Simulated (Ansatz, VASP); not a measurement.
**One calculation of YSe2, two programs**

The input INCAR:

```
SYSTEM = YSe2
ALGO = Normal ; EDIFF = 1E-6
ENCUT = 520 ; GGA = PE
ISIF = 2 ; ISMEAR = 0
LASPH = .TRUE. ; LCHARG = .TRUE.
LELF = .TRUE. ; LREAL = .FALSE.
LVHAR = .TRUE. ; LWAVE = .FALSE.
NBANDS = 32 ; NELM = 100
PREC = Accurate ; SIGMA = 0.01
```

The input KPOINTS:

```
k-points
0
G
  6 6 6
  0 0 0
```

File POSCAR:

```
YSe2
1.0
   -2.0013949865      2.7920711702      6.5487547863
    2.0013949865     -2.7920711702      6.5487547863
    2.0013949865      2.7920711702     -6.5487547863
Y Se
2 4
Direct
    0.8494990156      0.8494990156      0.0000000000
    0.1505009844      0.1505009844      0.0000000000
    0.7062520812      0.2062520812      0.5000000000
    0.2937479188      0.7937479188      0.5000000000
    0.7883841575      0.5000000000      0.2883841575
    0.2116158425      0.5000000000      0.7116158425
```

Input for Ansatz:

```yaml
crystal:
  lattice:
    - [-2.0013949865, 2.7920711702, 6.5487547863]
    - [2.0013949865, -2.7920711702, 6.5487547863]
    - [2.0013949865, 2.7920711702, -6.5487547863]
  atoms:
    - { symbol: "Y", position: [0.8494990156, 0.8494990156, 0.0] }
    - { symbol: "Y", position: [0.1505009844, 0.1505009844, 0.0] }
    - { symbol: Se, position: [0.7062520812, 0.2062520812, 0.5] }
    - { symbol: Se, position: [0.2937479188, 0.7937479188, 0.5] }
    - { symbol: Se, position: [0.7883841575, 0.5, 0.2883841575] }
    - { symbol: Se, position: [0.2116158425, 0.5, 0.7116158425] }
kpoints:
  mp_grid: { grid: [6, 6, 6] }
hamiltonian:
  xc: pbe
scf:
  occupations: { method: fixed }
  n_extra_bands: 5
output:
  forces: true
  stress: true
  eigenvalues: true
```

Alike in both runs: task single point; functional PBE; k mesh 6 × 6 × 6; no spin polarisation.

|  | VASP | Ansatz |
| --- | --- | --- |
| version | VASP 6.6.1 | Ansatz 0.2.0 |
| potentials or method | VASP PAW PBE potentials, release 64 (Y_sv, Se) | plane waves, PAW |
| plane-wave cutoff (eV) | 520 | 420 |
| occupations | gaussian, width 0.01 eV | fixed |
| valence electrons in the cell | 46 | 86 |

|  | VASP | Ansatz | Ansatz less VASP |
| --- | --- | --- | --- |
| gap on the k mesh at the Fermi level (eV) | 0.15 | 0.15 | -0.001 |
| pressure (GPa) | 4.6 | 4.5 | -0.06 |
| traceless stress, the component that is largest in VASP (GPa) | 0.59 | 0.52 | -0.067 |
| rms of the force components (eV/Å) | 0.262 | 0.250 | -0.0123 |

Atom by atom the forces differ by 0.014 eV/Å (rms over components). VASP's potentials hold 46 valence electrons a cell and Ansatz's 86, so a difference there can come from the potentials and not from the codes.
